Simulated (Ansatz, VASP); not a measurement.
## GaN in VASP and in Ansatz

INCAR

```
PREC = Accurate
ENCUT = 520
EDIFF = 1E-7
ISMEAR = 0
SIGMA = 0.1
LREAL = False
LASPH = True
NELM = 60
ALGO = Normal
ISIF = 2
LWAVE = False
LCHARG = False
GGA = PE
NBANDS = 16
```

The input KPOINTS:

```
regular mesh
0
Gamma
  6 6 6
```

POSCAR

```
GaN
1.0
    0.0000000000      2.2535006075      2.2535006075
    2.2535006075      0.0000000000      2.2535006075
    2.2535006075      2.2535006075      0.0000000000
Ga N
1 1
Direct
    0.0000000000      0.0000000000      0.0000000000
    0.7500000000      0.7500000000      0.7500000000
```

Input for Ansatz:

```yaml
crystal:
  lattice:
    - [0.0, 2.2535006075, 2.2535006075]
    - [2.2535006075, 0.0, 2.2535006075]
    - [2.2535006075, 2.2535006075, 0.0]
  atoms:
    - { symbol: Ga, position: [0.0, 0.0, 0.0] }
    - { symbol: "N", position: [0.75, 0.75, 0.75] }
basis:
  ecutwfc: 420
kpoints:
  mp_grid: { grid: [6, 6, 6] }
hamiltonian:
  xc: pbe
scf:
  occupations: { method: gaussian, width: 0.1 }
output:
  forces: true
  stress: true
  eigenvalues: true
```

Alike in both runs: task single point; functional PBE; k mesh 6 × 6 × 6; occupations gaussian, width 0.1 eV; no spin polarisation.

```csv
,VASP,Ansatz
version,VASP 6.6.1,Ansatz 0.2.0
potentials or method,"VASP PAW PBE potentials, release 64 (Ga_d, N), cutoff 520 eV","scalar-relativistic, plane waves, PAW"
valence electrons in the cell,18,18
```

Ansatz gave:

| Quantity | Value |
| --- | --- |
| gap on the k mesh at the Fermi level (eV) | 1.71 |
| least direct gap on the mesh (eV) | 1.71 |
| pressure (GPa) | 5.0 |

Problem. Estimate VASP's values.

Solution. gap on the k mesh at the Fermi level (eV): 1.72; least direct gap on the mesh (eV): 1.72; pressure (GPa): 5.0.
